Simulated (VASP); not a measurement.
Runs of VASP 6.6.1 on MoS2. The structure is that of space group R3m (No. 160), or close to it. The cells are those of the table. 

| cell | gap on the mesh (eV) | pressure (GPa) | largest force (eV/Å) |
| --- | --- | --- | --- |
| a = 6.415 Å, angles 28.5°, 3 atoms | 0.94 | 5.2 | 0.51 |
| a = 6.471 Å, angles 28.5°, 3 atoms | (c) | (b) | 0.08 |
| a = 6.239 Å, angles 28.5°, 3 atoms | 0.87 | 21.5 | 2.11 |
| a = 6.527 Å, angles 28.5°, 3 atoms | 0.97 | (a) | 0.40 |
| a = 6.582 Å, angles 28.5°, 3 atoms | 0.98 | -5.5 | 0.75 |

Alike in all rows: task single point; level PBE; potentials or basis VASP PAW PBE potentials, release 64 (Mo_sv, S); no spin polarisation; k mesh 11 × 11 × 11; cutoff (eV) 520; smearing methfessel-paxton 0.1 eV.

Q: Fill in the values left out.

A: (a) -2.4; (b) 1.1; (c) 0.96.

Caveats: the cell stands under pressure (at least some runs); forces of over 1 eV/Å act on the atoms, so gaps and moduli don't describe the material at rest (at least some runs); the cell stands under tension (at least some runs).

A k mesh can miss the band edges, and the runs leave out spin-orbit coupling on Mo.
